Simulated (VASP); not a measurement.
Wanted: the native input for a VASP 6.6.1 run.

```
Task                   : single point
Functional             : r2SCAN
Potentials or basis    : VASP PAW PBE potentials, release 64 (Sr_sv, O)
Cutoff                 : 660 eV
k mesh                 : 6 × 6 × 6
Occupations            : gaussian, width 0.01 eV
Spin                   : no spin polarisation
Dipole correction      : no
Further INCAR settings : ALGO = Normal; EDIFF = 1e-06; NBANDS = 15
```

Crystal: SrO.

```
Sr O
1.0
     0.00000    2.57989    2.57989
     2.57989    0.00000    2.57989
     2.57989    2.57989    0.00000
Sr O
1 1
Direct
  0.00000 0.00000 0.00000
  0.50000 0.50000 0.50000
```

The input as run:

POSCAR

```
SrO
1.0
    0.0000000000      2.5798923271      2.5798923271
    2.5798923271      0.0000000000      2.5798923271
    2.5798923271      2.5798923271      0.0000000000
Sr O
1 1
Direct
    0.0000000000      0.0000000000      0.0000000000
    0.5000000000      0.5000000000      0.5000000000
```

INCAR.step1

```
SYSTEM = SrO
PREC = Accurate
ENCUT = 660
ISMEAR = 0
SIGMA = 0.01
LREAL = .False.
LASPH = .True.
NELM = 120
NBANDS = 15
GGA = PE
ALGO = Normal
EDIFF = 1E-5
LWAVE = .True.
LCHARG = .False.
GGA_COMPAT = .False.
```

INCAR.step2

```
SYSTEM = SrO
PREC = Accurate
ENCUT = 660
EDIFF = 1E-6
ISMEAR = 0
SIGMA = 0.01
LREAL = .False.
LASPH = .True.
NELM = 120
ALGO = Normal
ISIF = 2
LWAVE = .False.
LCHARG = .True.
METAGGA = R2SCAN
LMIXTAU = .True.
LELF = .True.
LVHAR = .True.
NBANDS = 15
ISTART = 1
GGA_COMPAT = .False.
```

KPOINTS

```
regular mesh
0
Gamma
  6 6 6
  0 0 0
```

Potentials or basis: VASP PAW PBE potentials, release 64 (Sr_sv, O).

The run is started by

```console
$ cat potpaw_PBE.64/Sr_sv/POTCAR potpaw_PBE.64/O/POTCAR > POTCAR
$ cp INCAR.step1 INCAR
$ mpirun -np 1 vasp_std > vasp.out
$ cp INCAR.step2 INCAR
$ mpirun -np 1 vasp_std > vasp.out
```

It gave:

```json
{
  "Pressure": "0.4 GPa",
  "Band gap on the k mesh": "3.75 eV (least direct gap 3.84 eV)"
}
```

Caveat: the PAW data sets were made with another functional, which shifts forces and pressure a little.

It took 85 s on 1 thread of Intel(R) Xeon(R) Platinum 8259CL CPU @ 2.50GHz (Skylake/Cascade Lake), on a shared host, peak memory 0.19 GiB.
